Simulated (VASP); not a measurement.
Input of a VASP 6.6.1 run:

The input INCAR:

```
SYSTEM = ScTiTe3
PREC = Accurate ; ENCUT = 520
EDIFF = 1E-6 ; ISMEAR = 0
SIGMA = 0.1 ; LREAL = .False.
LASPH = .True. ; NELM = 150
ALGO = Normal ; ISIF = 2
LWAVE = .False. ; LCHARG = .False.
ISPIN = 2 ; MAGMOM = 0.76 0.2 0 0 0
LORBIT = 11 ; LMAXMIX = 4
GGA = PE ; NBANDS = 32
```

KPOINTS

```
Automatic mesh
0
Gamma
  8 8 8
  0 0 0
```

The input POSCAR:

```
ScTiTe3
1.0
    5.3333198039      0.0000000000      0.0000000000
    0.0000000000      5.3333198039      0.0000000000
    0.0000000000      0.0000000000      5.3333198039
Sc Ti Te
1 1 3
Direct
    0.0000000000      0.0000000000      0.0000000000
    0.5000000000      0.5000000000      0.5000000000
    0.5000000000      0.5000000000      0.0000000000
    0.0000000000      0.5000000000      0.5000000000
    0.5000000000      0.0000000000      0.5000000000
```

Potentials or basis: VASP PAW PBE potentials, release 64 (Sc_sv, Ti_sv, Te).

Run with:

```console
$ cat potpaw_PBE.64/Sc_sv/POTCAR potpaw_PBE.64/Ti_sv/POTCAR potpaw_PBE.64/Te/POTCAR > POTCAR
$ mpirun -np 1 vasp_std > vasp.out
```

Problem. Predict the pressure.

Solution. -0.3 GPa.

Problem. What does it give for the net moment?

Solution. 0.00 μB per cell.
